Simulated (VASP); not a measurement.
# CdS5 (P6/mmm) in VASP: single point with PBE

Aim: the single point of CdS5 with PBE.

Program: VASP 6.6.1. These are calculated values, not measurements. Logs are shortened: lines on timing, memory, paths and dates and some standing lists are left out, and cuts for length are marked.

**1. The cell of the first run**

The structure is hexagonal, space group P6/mmm (No. 191). The conventional cell has a = 8.099 Å, b = 8.099 Å, c = 2.645 Å, α = 90.00°, β = 90.00°, γ = 120.00°. Within 3.5 Å of Cd (site symmetry 6/mmm) lie 2 Cd at 2.65 Å. Within 3.1 Å of S (site symmetry mmm) lie 4 S at 2.34 to 2.65 Å. S (site symmetry -6m2) has 5 S at 2.34 to 2.65 Å within 3.1 Å.

**2. Single point, PBE**

POSCAR reads:

```
CdS5
1.0
    8.0988975097      0.0000000000      0.0000000000
   -4.0494487549      7.0138509861      0.0000000000
    0.0000000000      0.0000000000      2.6454751595
Cd S
1 5
Direct
    0.0000000000      0.0000000000      0.0000000000
    0.5000000000      0.0000000000      0.5000000000
    0.0000000000      0.5000000000      0.5000000000
    0.5000000000      0.5000000000      0.5000000000
    0.3333333333      0.6666666667      0.5000000000
    0.6666666667      0.3333333333      0.5000000000
```

INCAR.step1 reads:

```
SYSTEM = CdS5
PREC = Accurate ; ENCUT = 520
EDIFF = 1E-6 ; ISMEAR = 0
SIGMA = 0.1 ; LREAL = .False.
LASPH = .True. ; NELM = 80
ALGO = Normal ; ISIF = 2
LWAVE = .False. ; LCHARG = .True.
GGA = PE ; NBANDS = 30
```

KPOINTS.step1 reads:

```
regular mesh
0
Gamma
  6 6 14
  0 0 0
```

INCAR.step2 reads:

```
SYSTEM = CdS5
PREC = Accurate ; ENCUT = 520
EDIFF = 1E-6 ; ISMEAR = -5
SIGMA = 0.1 ; LREAL = .False.
LASPH = .True. ; NELM = 80
ALGO = Normal ; ISIF = 2
LWAVE = .False. ; LCHARG = .False.
GGA = PE ; LORBIT = 10
NEDOS = 1001 ; ICHARG = 11
```

KPOINTS.step2 reads:

```
regular mesh
0
Gamma
  9 9 21
  0 0 0
```

Potentials or basis: VASP PAW PBE potentials, release 64 (Cd, S).

Started as:

```bash
> cat potpaw_PBE.64/Cd/POTCAR potpaw_PBE.64/S/POTCAR > POTCAR
> cp INCAR.step1 INCAR
> cp KPOINTS.step1 KPOINTS
> mpirun -np 1 vasp_std > vasp.out
> cp INCAR.step2 INCAR
> cp KPOINTS.step2 KPOINTS
> mpirun -np 1 vasp_std > vasp.out
```

OUTCAR:

```text
SYSTEM = CdS5
   PREC = Accurate
   ENCUT = 520
   EDIFF = 1E-6
   ISMEAR = -5
   LREAL = .False.
   LASPH = .True.
   NELM = 80
   ISIF = 2
   GGA = PE
   LORBIT = 10
   ICHARG = 11

 ion  position               nearest neighbor table
   1  0.000  0.000  0.000-
   2  0.500  0.000  0.500-   5 2.34   6 2.34
   3  0.000  0.500  0.500-   5 2.34   6 2.34
   4  0.500  0.500  0.500-   5 2.34   6 2.34
   5  0.333  0.667  0.500-   3 2.34   2 2.34   4 2.34
   6  0.667  0.333  0.500-   3 2.34   2 2.34   4 2.34

  LATTYP: Found a hexagonal cell.
 ALAT       =     8.0988975097
 C/A-ratio  =     0.3266463313

  Lattice vectors:

 A1 = (   8.0988975097,   0.0000000000,   0.0000000000)
 A2 = (  -4.0494487549,   7.0138509861,   0.0000000000)
 A3 = (   0.0000000000,   0.0000000000,   2.6454751595)

Analysis of symmetry for initial positions (statically):
=====================================================================
 Subroutine PRICEL returns:
 Original cell was already a primitive cell.

 Routine SETGRP: Setting up the symmetry group for a
 hexagonal supercell.

 Subroutine GETGRP returns: Found 24 space group operations
 (whereof 24 operations were pure point group operations)
 out of a pool of 24 trial point group operations.

The static configuration has the point symmetry D_6h.

Analysis of symmetry for dynamics (positions and initial velocities):
=====================================================================
 Subroutine PRICEL returns:
 Original cell was already a primitive cell.

 Routine SETGRP: Setting up the symmetry group for a
 hexagonal supercell.

 Subroutine GETGRP returns: Found 24 space group operations
 (whereof 24 operations were pure point group operations)
 out of a pool of 24 trial point group operations.

The dynamic configuration has the point symmetry D_6h.

 Subroutine INISYM returns: Found 24 space group operations
 (whereof 24 operations are pure point group operations),
 and found     1 'primitive' translations

----------------------------------------------------------------------------------------

                                     Primitive cell

  volume of cell :     150.2748

  direct lattice vectors                    reciprocal lattice vectors
     8.098897510  0.000000000  0.000000000     0.123473596  0.071287514  0.000000000
    -4.049448755  7.013850986  0.000000000     0.000000000  0.142575028  0.000000000
     0.000000000  0.000000000  2.645475160     0.000000000  0.000000000  0.378003927

  length of vectors
     8.098897510  8.098897510  2.645475160     0.142575028  0.142575028  0.378003927

  position of ions in fractional coordinates (direct lattice)
     0.000000000  0.000000000  0.000000000
     0.500000000  0.000000000  0.500000000
     1.000000000  0.500000000  0.500000000
     0.500000000  0.500000000  0.500000000
     0.333333333  0.666666667  0.500000000
     0.666666667  0.333333333  0.500000000

  ion indices of the primitive-cell ions
   primitive index   ion index
                 1           1
                 2           2
                 3           3
                 4           4
                 5           5
                 6           6

----------------------------------------------------------------------------------------

 KPOINTS: regular mesh

Automatic generation of k-mesh.
 Grid dimensions read from file:
 generate k-points for:    9    9   21

 Generating k-lattice:

  Cartesian coordinates                     Fractional coordinates (reciprocal lattice)
     0.013719288  0.007920835  0.000000000     0.111111111  0.000000000  0.000000000
     0.000000000  0.015841670  0.000000000     0.000000000  0.111111111  0.000000000
     0.000000000  0.000000000  0.018000187     0.000000000  0.000000000  0.047619048

  Length of vectors
     0.015841670  0.015841670  0.018000187

  Shift w.r.t. Gamma in fractional coordinates (k-lattice)
     0.000000000  0.000000000  0.000000000

 TETIRR: Found   1683 inequivalent tetrahedra from    10206

 Subroutine IBZKPT returns following result:
 ===========================================

 Found    132 irreducible k-points:

 Following reciprocal coordinates:
            Coordinates               Weight
  0.000000  0.000000  0.000000      1.000000
  0.111111  0.000000  0.000000      6.000000
  0.222222 -0.000000  0.000000      6.000000
  0.333333  0.000000  0.000000      6.000000
  0.444444 -0.000000  0.000000      6.000000
  0.111111  0.111111  0.000000      6.000000
[... 16 lines left out ...]
  0.333333  0.222222  0.047619     24.000000
  0.333333  0.333333  0.047619      4.000000
 [... further k-points ...]
   k-points           NKPTS =    132   k-points in BZ     NKDIM =    132   number of bands    NBANDS=     25
   number of dos      NEDOS =   1001   number of ions     NIONS =      6
   total plane-waves  NPLWV =  72000
   dimension x,y,z NGX =    60 NGY =   60 NGZ =   20
   dimension x,y,z NGXF=   120 NGYF=  120 NGZF=   40
   ions per type =               1   5
   NGX,Y,Z   is equivalent  to a cutoff of  12.32, 12.32, 12.57 a.u.
   NGXF,Y,Z  is equivalent  to a cutoff of  24.63, 24.63, 25.14 a.u.
 SYSTEM =  CdS5
   PREC   = accura    normal or accurate (medium, high low for compatibility)
   ISTART =      0    job   : 0-new  1-cont  2-samecut
   ICHARG =     11    charge: 1-file 2-atom 10-const
   ISPIN  =      1    spin polarized calculation?
   LNONCOLLINEAR =      F non collinear calculations
   LSORBIT =      F    spin-orbit coupling
   LASPH  =      T    aspherical Exc in radial PAW
   ENCUT  =  520.0 eV  38.22 Ry    6.18 a.u.  15.06 15.06  4.92*2*pi/ulx,y,z
   NELM   =     80;   NELMIN=  2; NELMDL=  0     # of ELM steps
   EDIFF  = 0.1E-05   stopping-criterion for ELM
   LREAL  =      F    real-space projection
   EDIFFG = 0.1E-04   stopping-criterion for IOM
   NSW    =      0    number of steps for IOM
   IBRION =     -1    ionic relax: 0-MD 1-quasi-New 2-CG
   NFREE  =      0    steps in history (QN), initial steepest desc. (CG)
   ISIF   =      2    stress and relaxation
   ISYM   =      2    0-nonsym 1-usesym 2-fastsym
   POTIM  = 0.5000    time-step for ionic-motion
   TEBEG  =    0.0;   TEEND  =   0.0 temperature during run
   PSTRESS=    0.0 pullay stress
   NELECT =      42.0000    total number of electrons
   NUPDOWN=      -1.0000    fix difference up-down
   EMIN   =  10.00;   EMAX   =-10.00  energy-range for DOS
   EFERMI =   0.00;   METHOD = LEGACY
   ISMEAR =    -5;   SIGMA  =   0.10  broadening in eV -4-tet -1-fermi 0-gaus
   EFERMI_NEDOS =   21; number of points for ismear=-14 and -15
   IALGO  =     38    algorithm
   IMIX   =      4    mixing-type and parameters
     AMIX     =   0.40;   BMIX     =  1.00
     AMIX_MAG =   1.60;   BMIX_MAG =  1.00
  volume/ion in A,a.u.               =      25.05       169.02
  Fermi-wavevector in a.u.,A,eV,Ry     =   1.070358  2.022684 15.587747  1.145667
  Thomas-Fermi vector in A             =   2.206066
   LORBIT       =     10    0 simple, 1 ext, 2 COOP (PROOUT), +10 PAW based schemes
   GGA     = PE    functional components
   LHFCALC =     F    Hartree Fock is set to
   AEXX    =    0.0000 exact exchange contribution
   IVDW    =     0    specifies the selected vdW correction
   LEPSILON=     F    determine dielectric tensor
   LRPA    =     F    only Hartree local field effects (RPA)
 non-spin polarized calculation
 Fermi weights with tetrahedron method with Bloechl corrections
  energy-cutoff  :      520.00
  volume of cell :      150.27
 maximum number of plane-waves:      4090

 number of electron      42.0000017 magnetization

 Free energy of the ion-electron system (eV)
  ---------------------------------------------------
  ext. energy  EPLUGINS =         0.00000000
  ---------------------------------------------------
  free energy    TOTEN  =       -18.63584981 eV

  energy without entropy =      -18.63584981  energy(sigma->0) =      -18.63584981

 E-fermi :   2.8532     XC(G=0):  -8.6707

 val. band max:        2.8707213230   @ k =   0.3333   0.3333   0.2857
 cond. band min:       2.8725514963   @ k =   0.4444  -0.0000   0.2381
 fundamental gap:      0.0018301733
 Fermi energy:         2.8532445061

 k-point     1 :       0.0000    0.0000    0.0000
  band No.  band energies     occupation
      1     -13.5847      2.00000
      2     -12.1739      2.00000
      3     -11.2686      2.00000
      4     -11.2685      2.00000
      5      -7.9951      2.00000
      6      -7.0320      2.00000
[... 17 lines left out ...]
     24       5.6199      0.00000
     25       5.6405      0.00000

 k-point     2 :       0.1111    0.0000    0.0000
  band No.  band energies     occupation
      1     -13.5648      2.00000
      2     -12.2881      2.00000
      3     -11.2686      2.00000
      4     -11.1225      2.00000
      5      -8.1070      2.00000
      6      -7.0320      2.00000
[... 17 lines left out ...]
     24       5.6201      0.00000
     25       5.7193      0.00000

 k-point     3 :       0.2222   -0.0000    0.0000
  band No.  band energies     occupation
      1     -13.5066      2.00000
      2     -12.5138      2.00000
      3     -11.2689      2.00000
      4     -10.8038      2.00000
      5      -8.3948      2.00000
      6      -7.0320      2.00000
[... 552 lines left out ...]
 k-point    23 :       0.3333    0.2222    0.0476
  band No.  band energies     occupation
      1     -13.2212      2.00000
      2     -12.9651      2.00000
      3     -11.2345      2.00000
      4      -9.8895      2.00000
      5      -9.2483      2.00000
      6      -6.9821      2.00000
[... 17 lines left out ...]
     24       4.9112      0.00000
     25       5.1744      0.00000

 k-point    24 :       0.3333    0.3333    0.0476
  band No.  band energies     occupation
      1     -13.1016      2.00000
      2     -13.1015      2.00000
      3     -11.2348      2.00000
      4      -9.5703      2.00000
      5      -9.5702      2.00000
      6      -6.9821      2.00000
[... 17 lines left out ...]
     24       4.8002      0.00000
     25       4.8450      0.00000

 [... further k-points ...]

------------------------ aborting loop because EDIFF is reached ----------------------------------------

  FORCE on cell =-STRESS in cart. coord.  units (eV):
  Direction    XX          YY          ZZ          XY          YZ          ZX
  --------------------------------------------------------------------------------------
  -------------------------------------------------------------------------------------
  Total       -0.3195956     -0.3195956      0.4034933      0.0000000     -0.0000000      0.0000000
  in kB       -3.4074165     -3.4074165      4.3019048      0.0000000     -0.0000000      0.0000000
  external PRESSURE =      -0.8376427 kB  Pullay stress =       0.0000000 kB

 VOLUME and BASIS-vectors are now :
 -----------------------------------------------------------------------------
  energy-cutoff  :      520.00
  volume of cell :      150.27
      direct lattice vectors                 reciprocal lattice vectors
     8.098897510  0.000000000  0.000000000     0.123473596  0.071287514  0.000000000
    -4.049448755  7.013850986  0.000000000     0.000000000  0.142575028  0.000000000
     0.000000000  0.000000000  2.645475160     0.000000000  0.000000000  0.378003927

 POSITION                                       TOTAL-FORCE (eV/Angst)
 -----------------------------------------------------------------------------------
      0.00000      0.00000      0.00000         0.000000      0.000000     -0.000000
      4.04945      0.00000      1.32274         0.000000      0.000000     -0.000000
     -2.02472      3.50693      1.32274         0.000000      0.000000     -0.000000
      2.02472      3.50693      1.32274         0.000000      0.000000     -0.000000
     -0.00000      4.67590      1.32274         0.000000      0.000000      0.000000
      4.04945      2.33795      1.32274        -0.000000      0.000000     -0.000000
 -----------------------------------------------------------------------------------
    total drift:                                0.000000     -0.000000      0.000000

  FREE ENERGIE OF THE ION-ELECTRON SYSTEM (eV)
  ---------------------------------------------------
  free  energy   TOTEN  =       -18.6358498061 eV

  energy  without entropy=      -18.6358498061  energy(sigma->0) =      -18.63584981

 total charge

# of ion       s       p       d       tot
------------------------------------------
    1        0.672   0.138   9.513  10.323
    2        1.426   2.102   0.000   3.527
    3        1.426   2.102   0.000   3.527
    4        1.426   2.102   0.000   3.527
    5        1.403   2.139   0.000   3.542
    6        1.403   2.139   0.000   3.542
--------------------------------------------------
tot          7.754  10.722   9.513  27.989
```

Run time: 3.8 min. Hardware: 1 thread of Intel Xeon 6975P-C (Granite Rapids), shared host; peak memory 0.54 GiB.

Results:

| Property | Result |
| --- | --- |
| Valence electrons inside the program's atomic spheres | Cd 10.32; S 3.53, 3.54 (each value once) |

Levels at points of the mesh, in eV from the Fermi level:
```
           k point  band 18  band 19  band 20  band 21  band 22  band 23  band 24  band 25
(0.00, 0.00, 0.00)    -2.42    -0.76     1.12     2.09     2.39     2.39     2.77     2.79
```

Caveat: tetrahedron occupations give inexact forces and stress in metals.
